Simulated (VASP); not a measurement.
# HoGeF4 (Cmmm) in VASP: further runs

The runs below take HoGeF4 through single point, relaxation of cell and atoms, with PBE.

Program: VASP 6.6.1. These are calculated values, not measurements. Logs are shortened: lines on timing, memory, paths and dates and some standing lists are left out, and cuts for length are marked.

## 1. The cell of the first run

The structure is orthorhombic, space group Cmmm (No. 65). The conventional cell has a = 7.628 Å, b = 10.777 Å, c = 3.445 Å, α = 90.00°, β = 90.00°, γ = 90.00°. Ho (site symmetry mmm) has 6 F at 2.17 Å within 2.9 Å. Within 3.1 Å of Ge (site symmetry mmm) lie 4 F at 2.38 Å. F (site symmetry 2mm) has 1 Ho at 2.17 Å and 2 Ge at 2.38 Å within 2.9 Å. Within 2.9 Å of F (site symmetry m2m) lie 2 Ho at 2.17 Å and 1 F at 2.64 Å.

The cell was generated, and may not be a known phase.

## 2. Single point, PBE

INCAR

```
PREC = Accurate ; ENCUT = 600
EDIFF = 1E-6 ; ISMEAR = 0
SIGMA = 0.1 ; LREAL = F
LASPH = T ; NELM = 200
ALGO = Normal ; ISIF = 2
LWAVE = F ; LCHARG = T
GGA = PE ; LELF = T
LVHAR = T ; NBANDS = 34
GGA_COMPAT = F ; LMAXMIX = 6
```

KPOINTS

```
Automatic mesh
0
Gamma
  4 4 6
```

POSCAR

```
HoGeF4
1.0
    3.8137633312     -5.3887124192      0.0000000000
    3.8137633312      5.3887124192      0.0000000000
    0.0000000000      0.0000000000      3.4452658671
Ho Ge F
1 1 4
Direct
    0.5000000000      0.5000000000      0.5000000000
    0.0000000000      0.0000000000      0.0000000000
    0.2149635527      0.2149635527      0.5000000000
    0.7850364473      0.7850364473      0.5000000000
    0.6227029119      0.3772970881      0.0000000000
    0.3772970881      0.6227029119      0.0000000000
```

Potentials or basis: VASP PAW PBE potentials, release 64 (Ho_3, Ge_d, F), 4f in core.

Run with:

```
$ cat potpaw_PBE.64/Ho_3/POTCAR potpaw_PBE.64/Ge_d/POTCAR potpaw_PBE.64/F/POTCAR > POTCAR
$ mpirun -np 1 vasp_std > vasp.out
```

OUTCAR:

```text
PREC = Accurate
   ENCUT = 600
   EDIFF = 1E-6
   ISMEAR = 0
   LREAL = F
   LASPH = T
   NELM = 200
   ISIF = 2
   GGA = PE

 ion  position               nearest neighbor table
   1  0.500  0.500  0.500-   5 2.17   6 2.17   5 2.17   6 2.17   3 2.17   4 2.17
   2  0.000  0.000  0.000-   3 2.38   4 2.38   3 2.38   4 2.38
   3  0.215  0.215  0.500-   1 2.17   2 2.38   2 2.38
   4  0.785  0.785  0.500-   1 2.17   2 2.38   2 2.38
   5  0.623  0.377  0.000-   1 2.17   1 2.17
   6  0.377  0.623  0.000-   1 2.17   1 2.17

  LATTYP: Found a base centered orthorhombic cell.
 ALAT       =     7.6275266624
 B/A-ratio  =     1.4129645579
 C/A-ratio  =     0.4516884725

  Lattice vectors:

 A1 = (   3.8137633312,  -5.3887124192,   0.0000000000)
 A2 = (   3.8137633312,   5.3887124192,   0.0000000000)
 A3 = (   0.0000000000,   0.0000000000,   3.4452658671)

Analysis of symmetry for initial positions (statically):
=====================================================================
 Subroutine PRICEL returns:
 Original cell was already a primitive cell.

 Routine SETGRP: Setting up the symmetry group for a
 base centered orthorhombic supercell.

 Subroutine GETGRP returns: Found  8 space group operations
 (whereof  8 operations were pure point group operations)
 out of a pool of  8 trial point group operations.

The static configuration has the point symmetry D_2h.

Analysis of symmetry for dynamics (positions and initial velocities):
=====================================================================
 Subroutine PRICEL returns:
 Original cell was already a primitive cell.

 Routine SETGRP: Setting up the symmetry group for a
 base centered orthorhombic supercell.

 Subroutine GETGRP returns: Found  8 space group operations
 (whereof  8 operations were pure point group operations)
 out of a pool of  8 trial point group operations.

The dynamic configuration has the point symmetry D_2h.

 Subroutine INISYM returns: Found  8 space group operations
 (whereof  8 operations are pure point group operations),
 and found     1 'primitive' translations

----------------------------------------------------------------------------------------

                                     Primitive cell

  volume of cell :     141.6092

  direct lattice vectors                    reciprocal lattice vectors
     3.813763331 -5.388712419  0.000000000     0.131104098 -0.092786544  0.000000000
     3.813763331  5.388712419  0.000000000     0.131104098  0.092786544  0.000000000
     0.000000000  0.000000000  3.445265867     0.000000000  0.000000000  0.290253362

  length of vectors
     6.601743125  6.601743125  3.445265867     0.160616397  0.160616397  0.290253362

  position of ions in fractional coordinates (direct lattice)
     0.500000000  0.500000000  0.500000000
     0.000000000  0.000000000  0.000000000
     0.214963553  0.214963553  0.500000000
     0.785036447  0.785036447  0.500000000
     0.622702912  0.377297088  0.000000000
     0.377297088  0.622702912  0.000000000

  ion indices of the primitive-cell ions
   primitive index   ion index
                 1           1
                 2           2
                 3           3
                 4           4
                 5           5
                 6           6

----------------------------------------------------------------------------------------

 KPOINTS: Automatic mesh

Automatic generation of k-mesh.
 Grid dimensions read from file:
 generate k-points for:    4    4    6

 Generating k-lattice:

  Cartesian coordinates                     Fractional coordinates (reciprocal lattice)
     0.032776024 -0.023196636  0.000000000     0.250000000  0.000000000  0.000000000
     0.032776024  0.023196636  0.000000000     0.000000000  0.250000000  0.000000000
     0.000000000  0.000000000  0.048375560     0.000000000  0.000000000  0.166666667

  Length of vectors
     0.040154099  0.040154099  0.048375560

  Shift w.r.t. Gamma in fractional coordinates (k-lattice)
     0.000000000  0.000000000  0.000000000

 Subroutine IBZKPT returns following result:
 ===========================================

 Found     28 irreducible k-points:

 Following reciprocal coordinates:
            Coordinates               Weight
  0.000000  0.000000  0.000000      1.000000
  0.250000  0.000000  0.000000      4.000000
  0.500000  0.000000  0.000000      2.000000
  0.250000  0.250000  0.000000      2.000000
  0.500000  0.250000  0.000000      4.000000
 -0.250000  0.250000  0.000000      2.000000
[... 16 lines left out ...]
  0.250000  0.000000  0.500000      4.000000
  0.500000  0.000000  0.500000      2.000000
 [... further k-points ...]
   k-points           NKPTS =     28   k-points in BZ     NKDIM =     28   number of bands    NBANDS=     34
   number of dos      NEDOS =    301   number of ions     NIONS =      6
   total plane-waves  NPLWV =  81648
   dimension x,y,z NGX =    54 NGY =   54 NGZ =   28
   dimension x,y,z NGXF=   108 NGYF=  108 NGZF=   56
   ions per type =               1   1   4
   NGX,Y,Z   is equivalent  to a cutoff of  13.60, 13.60, 13.51 a.u.
   NGXF,Y,Z  is equivalent  to a cutoff of  27.20, 27.20, 27.02 a.u.
 SYSTEM =  unknown system
   PREC   = accura    normal or accurate (medium, high low for compatibility)
   ISTART =      0    job   : 0-new  1-cont  2-samecut
   ICHARG =      2    charge: 1-file 2-atom 10-const
   ISPIN  =      1    spin polarized calculation?
   LNONCOLLINEAR =      F non collinear calculations
   LSORBIT =      F    spin-orbit coupling
   LASPH  =      T    aspherical Exc in radial PAW
   ENCUT  =  600.0 eV  44.10 Ry    6.64 a.u.  13.19 13.19  6.88*2*pi/ulx,y,z
   NELM   =    200;   NELMIN=  2; NELMDL= -5     # of ELM steps
   EDIFF  = 0.1E-05   stopping-criterion for ELM
   LREAL  =      F    real-space projection
   EDIFFG = 0.1E-04   stopping-criterion for IOM
   NSW    =      0    number of steps for IOM
   IBRION =     -1    ionic relax: 0-MD 1-quasi-New 2-CG
   NFREE  =      0    steps in history (QN), initial steepest desc. (CG)
   ISIF   =      2    stress and relaxation
   ISYM   =      2    0-nonsym 1-usesym 2-fastsym
   POTIM  = 0.5000    time-step for ionic-motion
   TEBEG  =    0.0;   TEEND  =   0.0 temperature during run
   PSTRESS=    0.0 pullay stress
   NELECT =      51.0000    total number of electrons
   NUPDOWN=      -1.0000    fix difference up-down
   EMIN   =  10.00;   EMAX   =-10.00  energy-range for DOS
   EFERMI =   0.00;   METHOD = LEGACY
   ISMEAR =     0;   SIGMA  =   0.10  broadening in eV -4-tet -1-fermi 0-gaus
   EFERMI_NEDOS =   21; number of points for ismear=-14 and -15
   IALGO  =     38    algorithm
   IMIX   =      4    mixing-type and parameters
     AMIX     =   0.40;   BMIX     =  1.00
     AMIX_MAG =   1.60;   BMIX_MAG =  1.00
  volume/ion in A,a.u.               =      23.60       159.27
  Fermi-wavevector in a.u.,A,eV,Ry     =   1.164754  2.201067 18.458385  1.356653
  Thomas-Fermi vector in A             =   2.301289
   LORBIT       =      0    0 simple, 1 ext, 2 COOP (PROOUT), +10 PAW based schemes
   GGA     = PE    functional components
   LHFCALC =     F    Hartree Fock is set to
   AEXX    =    0.0000 exact exchange contribution
   IVDW    =     0    specifies the selected vdW correction
   LEPSILON=     F    determine dielectric tensor
   LRPA    =     F    only Hartree local field effects (RPA)
 non-spin polarized calculation
 Gauss-broadening in eV      SIGMA  =   0.10
  energy-cutoff  :      600.00
  volume of cell :      141.61
 maximum number of plane-waves:      4772
 NGX is ok and might be reduce to    54
   NGX = 27   NGY = 27   NGZ = 13

 number of electron      50.9999996 magnetization

 Free energy of the ion-electron system (eV)
  ---------------------------------------------------
  ext. energy  EPLUGINS =         0.00000000
  ---------------------------------------------------
  free energy    TOTEN  =       -33.35717152 eV

  energy without entropy =      -33.35315865  energy(sigma->0) =      -33.35516509

 E-fermi :   1.1353     XC(G=0):  -7.2923

 val. band max:        1.0636845946   @ k =   0.0000   0.0000   0.1667
 cond. band min:       1.2233422387   @ k =   0.5000   0.5000   0.3333
 fundamental gap:      0.1596576440
 Fermi energy:         1.1353117815

 k-point     1 :       0.0000    0.0000    0.0000
  band No.  band energies     occupation
      1     -25.5760      2.00000
      2     -25.3512      2.00000
      3     -25.1798      2.00000
      4     -25.1624      2.00000
      5     -24.9677      2.00000
      6     -24.9587      2.00000
[... 26 lines left out ...]
     33       6.7255      0.00000
     34       7.4467      0.00000

 k-point     2 :       0.2500    0.0000    0.0000
  band No.  band energies     occupation
      1     -25.5761      2.00000
      2     -25.3819      2.00000
      3     -25.1795      2.00000
      4     -25.1624      2.00000
      5     -24.9677      2.00000
      6     -24.9587      2.00000
[... 26 lines left out ...]
     33       6.1094      0.00000
     34       7.4358      0.00000

 k-point     3 :       0.5000    0.0000    0.0000
  band No.  band energies     occupation
      1     -25.5763      2.00000
      2     -25.4080      2.00000
      3     -25.1793      2.00000
      4     -25.1624      2.00000
      5     -24.9677      2.00000
      6     -24.9587      2.00000
[... 26 lines left out ...]
     33       5.8089      0.00000
     34       7.7244      0.00000
[... 704 lines left out ...]
 k-point    23 :       0.2500    0.0000    0.5000
  band No.  band energies     occupation
      1     -26.2604      2.00000
      2     -25.4180      2.00000
      3     -25.1626      2.00000
      4     -25.1078      2.00000
      5     -24.9669      2.00000
      6     -24.9652      2.00000
[... 26 lines left out ...]
     33       7.2297      0.00000
     34       7.4334      0.00000

 k-point    24 :       0.5000    0.0000    0.5000
  band No.  band energies     occupation
      1     -26.2603      2.00000
      2     -25.3103      2.00000
      3     -25.2550      2.00000
      4     -25.1626      2.00000
      5     -24.9669      2.00000
      6     -24.9652      2.00000
[... 26 lines left out ...]
     33       7.1518      0.00000
     34       7.3895      0.00000

 [... further k-points ...]

------------------------ aborting loop because EDIFF is reached ----------------------------------------

  FORCE on cell =-STRESS in cart. coord.  units (eV):
  Direction    XX          YY          ZZ          XY          YZ          ZX
  --------------------------------------------------------------------------------------
  -------------------------------------------------------------------------------------
  Total        0.4523725      0.3844730      0.7450550     -0.0000000      0.0000000      0.0000000
  in kB        5.1181768      4.3499563      8.4296092     -0.0000000      0.0000000      0.0000000
  external PRESSURE =       5.9659141 kB  Pullay stress =       0.0000000 kB

 VOLUME and BASIS-vectors are now :
 -----------------------------------------------------------------------------
  energy-cutoff  :      600.00
  volume of cell :      141.61
      direct lattice vectors                 reciprocal lattice vectors
     3.813763331 -5.388712419  0.000000000     0.131104098 -0.092786544  0.000000000
     3.813763331  5.388712419  0.000000000     0.131104098  0.092786544  0.000000000
     0.000000000  0.000000000  3.445265867     0.000000000  0.000000000  0.290253362

 POSITION                                       TOTAL-FORCE (eV/Angst)
 -----------------------------------------------------------------------------------
      3.81376      0.00000      1.72263         0.000000     -0.000000     -0.000000
      0.00000      0.00000      0.00000         0.000000     -0.000000     -0.000000
      1.63964      0.00000      1.72263        -0.132955     -0.000000      0.000000
      5.98789      0.00000      1.72263         0.132955     -0.000000     -0.000000
      3.81376     -1.32242      0.00000         0.000000     -0.192465      0.000000
      3.81376      1.32242      0.00000         0.000000      0.192465     -0.000000
 -----------------------------------------------------------------------------------
    total drift:                                0.000000      0.000000      0.000000

  FREE ENERGIE OF THE ION-ELECTRON SYSTEM (eV)
  ---------------------------------------------------
  free  energy   TOTEN  =       -33.3571715240 eV

  energy  without entropy=      -33.3531586535  energy(sigma->0) =      -33.35516509
```

Run time: 4.1 min. Hardware: 1 thread of Intel Xeon 6975P-C (Granite Rapids), shared host; peak memory 0.36 GiB.

What came out:

```
Free energy            : -33.3572 eV
Pressure               : 0.6 GPa
Largest force          : 0.192 eV/Å
Band gap on the k mesh : zero (an odd number of electrons rules out a gap without spin polarisation)
```

Forces in eV/Å, atoms in the order of the input:
```
Ho   0.000  0.000  0.000
Ge   0.000  0.000  0.000
F   -0.133  0.000  0.000
F    0.133  0.000  0.000
F    0.000 -0.192  0.000
F    0.000  0.192  0.000
```

Stress tensor (GPa, compression positive):
```
0.51 0.00 0.00
0.00 0.43 0.00
0.00 0.00 0.84
```

Caveat: spin-orbit coupling is left out, which moves the levels of the heavy elements; the 4f electrons are frozen in the core, so they carry no moment and show no levels; an odd number of electrons without spin polarisation forces a metal; a magnetic or distorted state may lie lower; the run has no spin polarisation, though such a crystal can be magnetic.

## 3. Single point, PBE

This run uses another cell than the first one, of 15.26 Å³/atom.

INCAR

```
  PREC = Accurate
  ENCUT = 600
  EDIFF = 1E-6
  ISMEAR = 0
  SIGMA = 0.1
  LREAL = F
  LASPH = T
  NELM = 200
  ALGO = Normal
  ISIF = 2
  LWAVE = F
  LCHARG = T
  GGA = PE
  LELF = T
  LVHAR = T
  NBANDS = 34
  GGA_COMPAT = F
  LMAXMIX = 6
```

KPOINTS is that of step 2.

POSCAR

```
HoGeF4
1.0
    3.6360725900     -3.6830497100      0.0000000000
    3.6360725900      3.6830497100      0.0000000000
    0.0000000000      0.0000000000      3.4179996500
Ho Ge F
1 1 4
Direct
    0.5000000000      0.5000000000      0.5000000000
    0.0000000000      0.0000000000      0.0000000000
    0.1984087400      0.1984087400      0.5000000000
    0.8015912600      0.8015912600      0.5000000000
    0.6976393000      0.3023607000      0.0000000000
    0.3023607000      0.6976393000      0.0000000000
```

Potentials or basis: VASP PAW PBE potentials, release 64 (Ho_3, Ge_d, F), 4f in core.

Run with:

```
$ cat potpaw_PBE.64/Ho_3/POTCAR potpaw_PBE.64/Ge_d/POTCAR potpaw_PBE.64/F/POTCAR > POTCAR
$ mpirun -np 1 vasp_std > vasp.out
```

Run time: 2.5 min. Hardware: 1 thread of Intel Xeon 6975P-C (Granite Rapids), shared host; peak memory 0.27 GiB.

The run converged. Its results:

```yaml
Free_energy: -31.9405 eV
Pressure: 10.2 GPa
Largest_force: 0.844 eV/Å
Band_gap_on_the_k_mesh: zero (an odd number of electrons rules out a gap without spin polarisation)
```

Forces on the atoms (eV/Å):
```
Ho   0.000  0.000  0.000
Ge   0.000  0.000  0.000
F    0.844  0.000  0.000
F   -0.844  0.000  0.000
F    0.000  0.577  0.000
F    0.000 -0.577  0.000
```

Stress tensor (GPa, compression positive):
```
 4.52  0.00  0.00
 0.00 10.66  0.00
 0.00  0.00 15.50
```

Levels at points of the mesh, in eV from the Fermi level:
```
           k point  band 23  band 24  band 25  band 26  band 27  band 28
(0.00, 0.00, 0.00)    -7.85    -7.64    -6.19    -0.28    -0.13     1.33
(0.50, 0.00, 0.00)    -7.94    -7.85    -5.15    -1.01     0.03     0.57
(0.50, 0.50, 0.00)    -8.13    -7.94    -5.79    -0.26     0.07     0.90
(0.00, 0.00, 0.50)    -8.02    -7.87    -4.26    -0.12     0.63     1.00
(0.50, 0.00, 0.50)    -8.12    -7.90    -4.46     0.66     0.84     1.00
(0.50, 0.50, 0.50)    -7.90    -7.90    -4.41     0.43     0.59     0.71
```

Caveat: the stress differs along the axes, from 5 to 15 GPa; spin-orbit coupling is left out, which moves the levels of the heavy elements; the 4f electrons are frozen in the core, so they carry no moment and show no levels; an odd number of electrons without spin polarisation forces a metal; a magnetic or distorted state may lie lower; the run has no spin polarisation, though such a crystal can be magnetic. Spin polarisation is off, so any magnetic state and its effect on volume and gap are missing.

[end of part 1 of 2]

The gap in the log of VASP goes by the Fermi energy; the results here count the filled bands.